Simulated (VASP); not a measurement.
Mg, 1 atom in the cell. The structure is cubic, space group Im-3m (No. 229). The conventional cell has a = 3.546 Å, b = 3.546 Å, c = 3.546 Å, α = 90.00°, β = 90.00°, γ = 90.00°. Mg (site symmetry m-3m) has 14 Mg at 3.07 to 3.55 Å within 4.0 Å. This isn't the form of Mg at room conditions, which is hcp.

* Program: VASP 6.6.1
* Task: relaxation of cell and atoms
* Functional: RPBE
* Dispersion: D3(BJ)
* Potentials or basis: VASP PAW PBE potentials, release 64 (Mg)
* Cutoff: 600 eV
* k mesh: 11 × 11 × 11
* Occupations: methfessel-paxton, width 0.2 eV
* Spin: no spin polarisation
* Dipole correction: no
* Further INCAR settings: ALGO = Normal; EDIFF = 1e-07; IBRION = 2; EDIFFG = -0.01; NSW = 60; ISIF = 3

Potentials or basis: VASP PAW PBE potentials, release 64 (Mg).

Launch:

```sh
$ cat potpaw_PBE.64/Mg/POTCAR > POTCAR
$ mpirun -np 1 vasp_std > vasp.out
```

Hardware: 1 thread of AMD EPYC 7R43 64-Core Processor (Zen 3), on a shared host.

**Question.** Estimate the wall time of this run.

**Answer.** Run time: 41 s on 1 thread of AMD EPYC 7R43 64-Core Processor (Zen 3), on a shared host, peak memory 0.14 GiB. Counts: scf iterations 34, k points 56, ion steps 5.
